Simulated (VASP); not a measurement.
# Si (Fd-3m) in VASP: further runs

Runs on Si. Level: PBEsol. Tasks: single point, relaxation of cell and atoms.

All numbers are computed with VASP 6.6.1; they aren't measurements. Logs are shortened: lines on timing, memory, paths and dates and some standing lists are left out, and cuts for length are marked.

## Step 1: The cell of the first run

Symmetry: Fd-3m, No. 227, cubic system. The conventional cell has a = 5.434 Å, b = 5.434 Å, c = 5.434 Å, α = 90.00°, β = 90.00°, γ = 90.00°. Within 3.1 Å of Si (site symmetry -43m) lie 4 Si at 2.35 Å.

## Step 2: Single point, PBEsol

File INCAR:

```
PREC = Accurate ; ENCUT = 520
EDIFF = 1E-6 ; ISMEAR = 0
SIGMA = 0.02 ; LREAL = False
LASPH = True ; NELM = 60
ALGO = Normal ; ISIF = 2
LWAVE = False ; LCHARG = False
GGA = PS ; NBANDS = 11
```

File KPOINTS:

```
Automatic mesh
0
Gamma
  12 12 12
```

File POSCAR:

```
Si
1.0
    0.0000000000      2.7169171022      2.7169171022
    2.7169171022      0.0000000000      2.7169171022
    2.7169171022      2.7169171022      0.0000000000
Si
2
Direct
    0.7500000000      0.7500000000      0.7500000000
    0.5000000000      0.5000000000      0.5000000000
```

Potentials or basis: VASP PAW PBE potentials, release 64 (Si).

Launch:

```bash
$ cat potpaw_PBE.64/Si/POTCAR > POTCAR
$ mpirun -np 1 vasp_std > vasp.out
```

OUTCAR:

```text
PREC = Accurate
   ENCUT = 520
   EDIFF = 1E-6
   ISMEAR = 0
   LREAL = False
   LASPH = True
   NELM = 60
   ISIF = 2
   GGA = PS

 ion  position               nearest neighbor table
   1  0.750  0.750  0.750-   2 2.35   2 2.35   2 2.35   2 2.35
   2  0.500  0.500  0.500-   1 2.35   1 2.35   1 2.35   1 2.35

  LATTYP: Found a face centered cubic cell.
 ALAT       =     5.4338342044

  Lattice vectors:

 A1 = (   0.0000000000,   2.7169171022,   2.7169171022)
 A2 = (   2.7169171022,   0.0000000000,   2.7169171022)
 A3 = (   2.7169171022,   2.7169171022,   0.0000000000)

Analysis of symmetry for initial positions (statically):
=====================================================================
 Subroutine PRICEL returns:
 Original cell was already a primitive cell.

 Routine SETGRP: Setting up the symmetry group for a
 face centered cubic supercell.

 Subroutine GETGRP returns: Found 48 space group operations
 (whereof 24 operations were pure point group operations)
 out of a pool of 48 trial point group operations.

The static configuration has the point symmetry T_d .
 The point group associated with its full space group is O_h .

Analysis of symmetry for dynamics (positions and initial velocities):
=====================================================================
 Subroutine PRICEL returns:
 Original cell was already a primitive cell.

 Routine SETGRP: Setting up the symmetry group for a
 face centered cubic supercell.

 Subroutine GETGRP returns: Found 48 space group operations
 (whereof 24 operations were pure point group operations)
 out of a pool of 48 trial point group operations.

The dynamic configuration has the point symmetry T_d .
 The point group associated with its full space group is O_h .

 Subroutine INISYM returns: Found 48 space group operations
 (whereof 24 operations are pure point group operations),
 and found     1 'primitive' translations

----------------------------------------------------------------------------------------

                                     Primitive cell

  volume of cell :      40.1106

  direct lattice vectors                    reciprocal lattice vectors
     0.000000000  2.716917102  2.716917102    -0.184032115  0.184032115  0.184032115
     2.716917102  0.000000000  2.716917102     0.184032115 -0.184032115  0.184032115
     2.716917102  2.716917102  0.000000000     0.184032115  0.184032115 -0.184032115

  length of vectors
     3.842301014  3.842301014  3.842301014     0.318752973  0.318752973  0.318752973

  position of ions in fractional coordinates (direct lattice)
     0.750000000  0.750000000  0.750000000
     0.500000000  0.500000000  0.500000000

  ion indices of the primitive-cell ions
   primitive index   ion index
                 1           1
                 2           2

----------------------------------------------------------------------------------------

 KPOINTS: Automatic mesh

Automatic generation of k-mesh.
 Grid dimensions read from file:
 generate k-points for:   12   12   12

 Generating k-lattice:

  Cartesian coordinates                     Fractional coordinates (reciprocal lattice)
    -0.015336010  0.015336010  0.015336010     0.083333333  0.000000000  0.000000000
     0.015336010 -0.015336010  0.015336010     0.000000000  0.083333333  0.000000000
     0.015336010  0.015336010 -0.015336010     0.000000000  0.000000000  0.083333333

  Length of vectors
     0.026562748  0.026562748  0.026562748

  Shift w.r.t. Gamma in fractional coordinates (k-lattice)
     0.000000000  0.000000000  0.000000000

 Subroutine IBZKPT returns following result:
 ===========================================

 Found     72 irreducible k-points:

 Following reciprocal coordinates:
            Coordinates               Weight
  0.000000  0.000000  0.000000      1.000000
  0.083333  0.000000  0.000000      8.000000
  0.166667  0.000000  0.000000      8.000000
  0.250000  0.000000  0.000000      8.000000
  0.333333  0.000000  0.000000      8.000000
  0.416667  0.000000  0.000000      8.000000
[... 16 lines left out ...]
  0.500000  0.166667  0.000000     24.000000
 -0.416667  0.166667  0.000000     24.000000
 [... further k-points ...]
   k-points           NKPTS =     72   k-points in BZ     NKDIM =     72   number of bands    NBANDS=     11
   number of dos      NEDOS =    301   number of ions     NIONS =      2
   total plane-waves  NPLWV =  27000
   dimension x,y,z NGX =    30 NGY =   30 NGZ =   30
   dimension x,y,z NGXF=    60 NGYF=   60 NGZF=   60
   ions per type =               2
   NGX,Y,Z   is equivalent  to a cutoff of  12.98, 12.98, 12.98 a.u.
   NGXF,Y,Z  is equivalent  to a cutoff of  25.96, 25.96, 25.96 a.u.
 SYSTEM =  unknown system
   PREC   = accura    normal or accurate (medium, high low for compatibility)
   ISTART =      0    job   : 0-new  1-cont  2-samecut
   ICHARG =      2    charge: 1-file 2-atom 10-const
   ISPIN  =      1    spin polarized calculation?
   LNONCOLLINEAR =      F non collinear calculations
   LSORBIT =      F    spin-orbit coupling
   LASPH  =      T    aspherical Exc in radial PAW
   ENCUT  =  520.0 eV  38.22 Ry    6.18 a.u.   7.14  7.14  7.14*2*pi/ulx,y,z
   NELM   =     60;   NELMIN=  2; NELMDL= -5     # of ELM steps
   EDIFF  = 0.1E-05   stopping-criterion for ELM
   LREAL  =      F    real-space projection
   EDIFFG = 0.1E-04   stopping-criterion for IOM
   NSW    =      0    number of steps for IOM
   IBRION =     -1    ionic relax: 0-MD 1-quasi-New 2-CG
   NFREE  =      0    steps in history (QN), initial steepest desc. (CG)
   ISIF   =      2    stress and relaxation
   ISYM   =      2    0-nonsym 1-usesym 2-fastsym
   POTIM  = 0.5000    time-step for ionic-motion
   TEBEG  =    0.0;   TEEND  =   0.0 temperature during run
   PSTRESS=    0.0 pullay stress
   NELECT =       8.0000    total number of electrons
   NUPDOWN=      -1.0000    fix difference up-down
   EMIN   =  10.00;   EMAX   =-10.00  energy-range for DOS
   EFERMI =   0.00;   METHOD = LEGACY
   ISMEAR =     0;   SIGMA  =   0.02  broadening in eV -4-tet -1-fermi 0-gaus
   EFERMI_NEDOS =   21; number of points for ismear=-14 and -15
   IALGO  =     38    algorithm
   IMIX   =      4    mixing-type and parameters
     AMIX     =   0.40;   BMIX     =  1.00
     AMIX_MAG =   1.60;   BMIX_MAG =  1.00
  volume/ion in A,a.u.               =      20.06       135.34
  Fermi-wavevector in a.u.,A,eV,Ry     =   0.956500  1.807523 12.447872  0.914893
  Thomas-Fermi vector in A             =   2.085434
   LORBIT       =      0    0 simple, 1 ext, 2 COOP (PROOUT), +10 PAW based schemes
   GGA     = PS    functional components
   LHFCALC =     F    Hartree Fock is set to
   AEXX    =    0.0000 exact exchange contribution
   IVDW    =     0    specifies the selected vdW correction
   LEPSILON=     F    determine dielectric tensor
   LRPA    =     F    only Hartree local field effects (RPA)
 non-spin polarized calculation
 Gauss-broadening in eV      SIGMA  =   0.02
  energy-cutoff  :      520.00
  volume of cell :       40.11
 maximum number of plane-waves:      1106
 NGX is ok and might be reduce to    30
   NGX = 15   NGY = 15   NGZ = 15

 number of electron       8.0000001 magnetization

 Free energy of the ion-electron system (eV)
  ---------------------------------------------------
  ext. energy  EPLUGINS =         0.00000000
  ---------------------------------------------------
  free energy    TOTEN  =       -11.49324603 eV

  energy without entropy =      -11.49324603  energy(sigma->0) =      -11.49324603

 E-fermi :   5.9318     XC(G=0):  -9.5472

 val. band max:        5.7721912024   @ k =   0.0000   0.0000   0.0000
 cond. band min:       6.2318273264   @ k =   0.4167   0.4167   0.0000
 fundamental gap:      0.4596361240
 Fermi energy:         5.9318009367

 k-point     1 :       0.0000    0.0000    0.0000
  band No.  band energies     occupation
      1      -6.2062      2.00000
      2       5.7722      2.00000
      3       5.7722      2.00000
      4       5.7722      2.00000
      5       8.2890      0.00000
      6       8.2890      0.00000
      7       8.2890      0.00000
      8       9.0766      0.00000
      9      13.4598      0.00000
     10      13.4598      0.00000
     11      13.4757      0.00000

 k-point     2 :       0.0833    0.0000    0.0000
  band No.  band energies     occupation
      1      -6.1150      2.00000
      2       4.9043      2.00000
      3       5.6267      2.00000
      4       5.6267      2.00000
      5       8.3257      0.00000
      6       8.5023      0.00000
      7       8.5023      0.00000
      8       9.7447      0.00000
      9      13.1773      0.00000
     10      13.1773      0.00000
     11      13.8708      0.00000

 k-point     3 :       0.1667    0.0000    0.0000
  band No.  band energies     occupation
      1      -5.8441      2.00000
      2       3.3745      2.00000
      3       5.3179      2.00000
      4       5.3179      2.00000
      5       8.0568      0.00000
      6       8.9393      0.00000
      7       8.9393      0.00000
      8      11.1623      0.00000
      9      12.7962      0.00000
     10      12.7962      0.00000
     11      14.6351      0.00000
[... 267 lines left out ...]
 k-point    23 :       0.5000    0.1667    0.0000
  band No.  band energies     occupation
      1      -3.7036      2.00000
      2      -0.8604      2.00000
      3       2.9677      2.00000
      4       3.9852      2.00000
      5       7.7232      0.00000
      6       9.8191      0.00000
      7      10.3357      0.00000
      8      12.1105      0.00000
      9      15.0448      0.00000
     10      16.1945      0.00000
     11      17.4205      0.00000

 k-point    24 :      -0.4167    0.1667    0.0000
  band No.  band energies     occupation
      1      -3.5874      2.00000
      2      -1.0222      2.00000
      3       2.7516      2.00000
      4       4.1713      2.00000
      5       7.8717      0.00000
      6       9.7663      0.00000
      7      10.1076      0.00000
      8      13.6594      0.00000
      9      14.2174      0.00000
     10      14.4963      0.00000
     11      16.7842      0.00000

 [... further k-points ...]

------------------------ aborting loop because EDIFF is reached ----------------------------------------

  FORCE on cell =-STRESS in cart. coord.  units (eV):
  Direction    XX          YY          ZZ          XY          YZ          ZX
  --------------------------------------------------------------------------------------
  -------------------------------------------------------------------------------------
  Total        0.0249481      0.0249481      0.0249481     -0.0000000      0.0000000     -0.0000000
  in kB        0.9965263      0.9965263      0.9965263     -0.0000000      0.0000000     -0.0000000
  external PRESSURE =       0.9965263 kB  Pullay stress =       0.0000000 kB

 VOLUME and BASIS-vectors are now :
 -----------------------------------------------------------------------------
  energy-cutoff  :      520.00
  volume of cell :       40.11
      direct lattice vectors                 reciprocal lattice vectors
     0.000000000  2.716917102  2.716917102    -0.184032115  0.184032115  0.184032115
     2.716917102  0.000000000  2.716917102     0.184032115 -0.184032115  0.184032115
     2.716917102  2.716917102  0.000000000     0.184032115  0.184032115 -0.184032115

 POSITION                                       TOTAL-FORCE (eV/Angst)
 -----------------------------------------------------------------------------------
      4.07538      4.07538      4.07538        -0.000000     -0.000000     -0.000000
      2.71692      2.71692      2.71692         0.000000      0.000000      0.000000
 -----------------------------------------------------------------------------------
    total drift:                                0.000000     -0.000000     -0.000000

  FREE ENERGIE OF THE ION-ELECTRON SYSTEM (eV)
  ---------------------------------------------------
  free  energy   TOTEN  =       -11.4932460339 eV

  energy  without entropy=      -11.4932460339  energy(sigma->0) =      -11.49324603
```

It took 18 s on 1 thread of Intel Xeon Platinum 8488C (Sapphire Rapids), shared host; peak memory 0.17 GiB.

What came out:

- Free energy: -11.4932 eV
- Pressure: 0.1 GPa
- Band gap on the k mesh: 0.46 eV, indirect (least direct gap 2.52 eV)

Levels at points of the mesh, in eV from the valence-band top:
| k point | band 1 | band 2 | band 3 | band 4 | band 5 | band 6 | band 7 | band 8 | band 9 |
| --- | --- | --- | --- | --- | --- | --- | --- | --- | --- |
| (0.00, 0.00, 0.00) | -11.98 | 0.00 | 0.00 | 0.00 | 2.52 | 2.52 | 2.52 | 3.30 | 7.69 |
| (0.50, 0.00, 0.00) | -9.63 | -7.01 | -1.20 | -1.20 | 1.46 | 3.27 | 3.27 | 7.51 | 10.51 |
| (0.50, 0.50, 0.00) | -7.82 | -7.82 | -2.87 | -2.87 | 0.59 | 0.59 | 10.05 | 10.05 | 10.93 |

Caveat: the PAW data sets were made with another functional, which shifts forces and pressure a little.

## Step 3: Relaxation of cell and atoms, PBEsol

File INCAR:

```
SYSTEM = Si
PREC     = Accurate       ! precision mode
ENCUT    = 600            ! plane-wave cutoff, eV
EDIFF    = 1E-6           ! SCF threshold, eV
ISMEAR   = 0              ! smearing method
SIGMA    = 0.02           ! smearing width, eV
LREAL    = .False.        ! projectors in reciprocal space
LASPH    = .True.         ! aspherical terms in the spheres
NELM     = 100            ! most SCF steps
ALGO     = Normal         ! electronic algorithm
ISIF     = 3              ! what is computed and relaxed
LWAVE    = .False.        ! write WAVECAR
LCHARG   = .False.        ! write CHGCAR
GGA      = PS             ! functional
IBRION   = 2              ! ionic algorithm
NSW      = 100            ! ionic steps
EDIFFG   = -0.005         ! ionic threshold
```

File KPOINTS:

```
Automatic mesh
0
Gamma
  12 12 12
  0 0 0
```

POSCAR is that of step 2.

Potentials or basis: VASP PAW PBE potentials, release 64 (Si).

Launch:

```bash
$ cat potpaw_PBE.64/Si/POTCAR > POTCAR
$ mpirun -np 1 vasp_std > vasp.out
```

Wall time 20 s (1 thread of AMD EPYC 9R45 (Zen 5), shared host); peak memory 0.14 GiB.

Results (log left out):

| Item | Value |
| --- | --- |
| Free energy | -11.4932 eV |
| Relaxed volume | 20.08 Å³/atom |
| Relaxed cell | a = 3.844 Å, b = 3.844 Å, c = 3.844 Å, α = 60.00°, β = 60.00°, γ = 60.00° |
| Space group after relaxing (to 0.05 Å) | Fd-3m (No. 227) |
| Energy gained by relaxing | 0.0 meV/atom |
| Ionic steps | 3 |
| Pressure after relaxing | 0.0 GPa |
| Band gap on the k mesh | 0.46 eV, indirect (least direct gap 2.52 eV) |

Final structure:
```
CELL_PARAMETERS angstrom
0.00000 2.71791 2.71791
2.71791 0.00000 2.71791
2.71791 2.71791 0.00000
ATOMIC_POSITIONS crystal
Si 0.75000 0.75000 0.75000
Si 0.50000 0.50000 0.50000
```

Levels at points of the mesh, in eV from the valence-band top:
```tsv
k point	band 2	band 3	band 4	band 5	band 6	band 7
(0.00, 0.00, 0.00)	0.00	0.00	0.00	2.52	2.52	2.52
(0.50, 0.00, 0.00)	-7.00	-1.20	-1.20	1.46	3.27	3.27
(0.50, 0.50, 0.00)	-7.82	-2.87	-2.87	0.60	0.60	10.04
```

Caveat: the PAW data sets were made with another functional, which shifts forces and pressure a little.
